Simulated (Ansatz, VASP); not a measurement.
One calculation of ZrH, two programs

```
Zr H
1.0
     3.18767    0.00000    0.00000
     0.00000    3.18767    0.00000
     0.00000    0.00000    5.00068
Zr H
2 2
Direct
  0.00000 0.50000 0.00000
  0.50000 0.00000 0.50000
  0.00000 0.00000 0.75000
  0.00000 0.00000 0.25000
```

Alike in both runs: functional PBEsol; k mesh 10 × 10 × 8; occupations fermi-dirac, width 0.08 eV; no spin polarisation.

Ansatz relaxed the structure, and its values are those at the end. VASP's run is a single point on that final structure, the one shown.

|  | VASP | Ansatz |
| --- | --- | --- |
| version | VASP 6.6.1 | Ansatz 0.2.0 |
| potentials or method | VASP PAW PBE potentials, release 64 (Zr_sv, H) | PAW with Ansatz's default frozen-core files, scalar-relativistic |
| plane-wave cutoff (eV) | 520 | 420 |
| valence electrons in the cell | 26 | 26 |

```tsv
	VASP	Ansatz	Ansatz less VASP
pressure (GPa)	0.0	0.0	-0.04
```

VASP's potentials were made for PBE, not for PBEsol.
